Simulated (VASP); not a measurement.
Crystal: ZrS.

```
CELL_PARAMETERS angstrom
0.00000 2.62500 2.62500
2.62500 0.00000 2.62500
2.62500 2.62500 0.00000
ATOMIC_POSITIONS crystal
Zr 0.00000 0.00000 0.00000
S 0.50000 0.50000 0.50000
```

| Item | Value |
| --- | --- |
| Program | VASP 6.6.1 |
| Task | relaxation of cell and atoms |
| Functional | PBEsol |
| Potentials or basis | VASP PAW PBE potentials, release 64 (Zr_sv, S) |
| Cutoff | 600 eV |
| k mesh | 14 × 14 × 14 |
| Occupations | gaussian, width 0.1 eV |
| Spin | no spin polarisation |

At the start: pressure -6.2 GPa; volume 18.09 Å³/atom.

Where does the relaxation end?

Over 3 steps the energy falls by 16.6 meV/atom and the volume is 17.28 Å³/atom (-4.5 %); space group Fm-3m (No. 225, to 0.1 Å) before and after.

Step by step:
```
step  energy change (eV)  largest force (eV/Å)  pressure (GPa)  volume (Å³)
   1              0.0000                0.0000           -6.21        36.18
   2              0.0202                0.0000            9.49        32.63
   3             -0.0333                0.0000           -0.09        34.55
```

Final structure:
```
Zr S
1.0
     0.00000    2.58508    2.58508
     2.58508    0.00000    2.58508
     2.58508    2.58508    0.00000
Zr S
1 1
Direct
  0.00000 0.00000 0.00000
  0.50000 0.50000 0.50000
```

Caveat: the highest band is partly filled, so the run has too few bands; the PAW data sets were made with another functional, which shifts forces and pressure a little.
